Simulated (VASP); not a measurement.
# AgCl (Fm-3m) in VASP: notebook, part 2 of 2

VASP 6.6.1.

**6. Relaxation of cell and atoms, PBEsol, target pressure 15 GPa, at which the enthalpy is minimised**

INCAR

```
SYSTEM = AgCl
ALGO = Normal
EDIFF = 1E-7
EDIFFG = -0.002
ENCUT = 500
GGA = PS
GGA_COMPAT = .FALSE.
IBRION = 2
ISIF = 3
ISMEAR = 0
LASPH = .TRUE.
LCHARG = .FALSE.
LREAL = .FALSE.
LWAVE = .FALSE.
NELM = 120
NELMIN = 4
NSW = 100
PREC = Accurate
PSTRESS = 150.0
SIGMA = 0.01
```

KPOINTS

```
k-points
0
G
  8 8 8
  0 0 0
```

POSCAR

```
AgCl
1.0
    0.0000000000      2.7237519363      2.7237519363
    2.7237519363      0.0000000000      2.7237519363
    2.7237519363      2.7237519363      0.0000000000
Ag Cl
1 1
Direct
    0.0000000000      0.0000000000      0.0000000000
    0.5000000000      0.5000000000      0.5000000000
```

Potentials or basis: VASP PAW PBE potentials, release 64 (Ag, Cl).

Run with:

```bash
> cat potpaw_PBE.64/Ag/POTCAR potpaw_PBE.64/Cl/POTCAR > POTCAR
> mpirun -np 1 vasp_std > vasp.out
```

OUTCAR:

```text
SYSTEM = AgCl
   EDIFF = 1E-7
   EDIFFG = -0.002
   ENCUT = 500
   GGA = PS
   IBRION = 2
   ISIF = 3
   ISMEAR = 0
   LASPH = .TRUE.
   LREAL = .FALSE.
   NELM = 120
   NELMIN = 4
   NSW = 100
   PREC = Accurate
   PSTRESS = 150.0

 ion  position               nearest neighbor table
   1  0.000  0.000  0.000-   2 2.72   2 2.72   2 2.72   2 2.72   2 2.72   2 2.72
   2  0.500  0.500  0.500-   1 2.72   1 2.72   1 2.72   1 2.72   1 2.72   1 2.72

  LATTYP: Found a face centered cubic cell.
 ALAT       =     5.4475038726

  Lattice vectors:

 A1 = (   0.0000000000,   2.7237519363,   2.7237519363)
 A2 = (   2.7237519363,   0.0000000000,   2.7237519363)
 A3 = (   2.7237519363,   2.7237519363,   0.0000000000)

Analysis of symmetry for initial positions (statically):
=====================================================================
 Subroutine PRICEL returns:
 Original cell was already a primitive cell.

 Routine SETGRP: Setting up the symmetry group for a
 face centered cubic supercell.

 Subroutine GETGRP returns: Found 48 space group operations
 (whereof 48 operations were pure point group operations)
 out of a pool of 48 trial point group operations.

The static configuration has the point symmetry O_h .

Analysis of symmetry for dynamics (positions and initial velocities):
=====================================================================
 Subroutine PRICEL returns:
 Original cell was already a primitive cell.

[... 347 lines left out ...]

 Free energy of the ion-electron system (eV)
  ---------------------------------------------------
  ext. energy  EPLUGINS =         0.00000000
  ---------------------------------------------------
  free energy    TOTEN  =        -5.81496433 eV

  energy without entropy =       -5.81496433  energy(sigma->0) =       -5.81496433

 E-fermi :   6.9954     XC(G=0): -11.4249

 val. band max:        6.9404576712   @ k =   0.5000   0.0000   0.0000
 cond. band min:       7.7444285059   @ k =   0.0000   0.0000   0.0000
 fundamental gap:      0.8039708347
 Fermi energy:         6.9954329718

 k-point     1 :       0.0000    0.0000    0.0000
  band No.  band energies     occupation
      1      -9.9595      2.00000
      2       3.2905      2.00000
      3       3.2905      2.00000
      4       3.2905      2.00000
      5       3.3508      2.00000
      6       3.3508      2.00000
      7       3.5968      2.00000
      8       3.5968      2.00000
      9       3.5968      2.00000
     10       7.7444      0.00000
     11      17.5804      0.00000
     12      17.5804      0.00000
     13      17.5804      0.00000
[... 354 lines left out ...]
  band No.  band energies     occupation
      1      -9.0833      2.00000
      2       0.0439      2.00000
      3       1.0719      2.00000
      4       1.1832      2.00000
      5       3.8321      2.00000
      6       3.9327      2.00000
      7       4.3062      2.00000
      8       5.5147      2.00000
      9       6.1332      2.00000
     10      12.0714      0.00000
     11      12.1108      0.00000
     12      15.0686      0.00000
     13      15.2633      0.00000

 [... further k-points ...]

------------------------ aborting loop because EDIFF is reached ----------------------------------------

  FORCE on cell =-STRESS in cart. coord.  units (eV):
  Direction    XX          YY          ZZ          XY          YZ          ZX
  --------------------------------------------------------------------------------------
  -------------------------------------------------------------------------------------
  Total        3.1906275      3.1906275      3.1906275     -0.0000000      0.0000000      0.0000000
  in kB      149.9959717    149.9959717    149.9959717     -0.0000000      0.0000000      0.0000000
  external PRESSURE =      -0.0040283 kB  Pullay stress =     150.0000000 kB
[... 21 lines left out ...]
  energy  without entropy=       -5.8149643334  energy(sigma->0) =       -5.81496433

  enthalpy is  TOTEN    =        -2.6242511920 eV   P V=        3.1907131414

 reached required accuracy - stopping structural energy minimisation
```

CONTCAR:

```text
AgCl
   1.00000000000000
    -0.0000000000000000    2.5733115121842554    2.5733115121842554
     2.5733115121842554   -0.0000000000000000    2.5733115121842554
     2.5733115121842554    2.5733115121842554   -0.0000000000000000
  Ag              Cl
     1     1
Direct
     1.0000000000000000    0.0000000000000000    0.0000000000000000
     0.5000000000000000    0.5000000000000000    0.5000000000000000

  0.00000000E+00  0.00000000E+00  0.00000000E+00
  0.00000000E+00  0.00000000E+00  0.00000000E+00
```

Wall time 27 s (1 thread of Intel Xeon 6975P-C (Granite Rapids), shared host); peak memory 0.17 GiB.

What came out:

```
Free energy                                                : -5.8150 eV
Relaxed volume                                             : 17.04 Å³/atom
Relaxed cell                                               : a = 3.639 Å, b = 3.639 Å, c = 3.639 Å, α = 60.00°, β = 60.00°, γ = 60.00°
Space group after relaxing (to 0.1 Å)                      : Fm-3m (No. 225)
Energy change on relaxing (the run minimises the enthalpy) : +123.0 meV/atom
Ionic steps                                                : 6
Pressure after relaxing                                    : 15.0 GPa
Band gap on the k mesh                                     : 0.80 eV (least direct gap 3.31 eV)
```

Step by step:
| step | energy change (eV) | largest force (eV/Å) | pressure (GPa) | volume (Å³) |
| --- | --- | --- | --- | --- |
| 1 | 0.0000 | 0.0000 | -0.09 | 40.41 |
| 2 | 0.8140 | 0.0000 | 34.84 | 30.27 |
| 3 | 0.2377 | 0.0000 | 14.66 | 34.17 |
| 4 | 0.2487 | 0.0000 | 15.11 | 34.05 |
| 5 | 0.2437 | 0.0000 | 14.92 | 34.11 |
| 6 | 0.2460 | 0.0000 | 15.00 | 34.08 |

Final structure:
```yaml
crystal:
  lattice:
    - [0.00000, 2.57331, 2.57331]
    - [2.57331, 0.00000, 2.57331]
    - [2.57331, 2.57331, 0.00000]
  atoms:
    - { symbol: Ag, position: [0.00000, 0.00000, 0.00000] }
    - { symbol: Cl, position: [0.50000, 0.50000, 0.50000] }
```

Caveat: the cell is relaxed towards a set pressure, so the run minimises the enthalpy, not the energy; the volume moved by over 15 % at a fixed basis, so the end points are rough; the PAW data sets were made with another functional, which shifts forces and pressure a little.

**7. The runs side by side**

```csv
cell,gap on the mesh (eV),pressure (GPa)
relaxed to 2 GPa,0.72,2.0
relaxed to 4 GPa,0.73,4.0
relaxed to 7 GPa,0.75,7.0
relaxed to 10 GPa,0.77,10.0
relaxed to 15 GPa,0.80,15.0
```

Alike in all rows: task relaxation of cell and atoms; level PBEsol; potentials or basis VASP PAW PBE potentials, release 64 (Ag, Cl); no spin polarisation; k mesh 8 × 8 × 8; cutoff (eV) 500; smearing gaussian 0.01 eV.

Caveats: the cell is relaxed towards a set pressure, so the run minimises the enthalpy, not the energy; the PAW data sets were made with another functional, which shifts forces and pressure a little; the volume moved by over 15 % at a fixed basis, so the end points are rough (at least some runs).

Absolute energies hang on the potentials; compare differences alone.
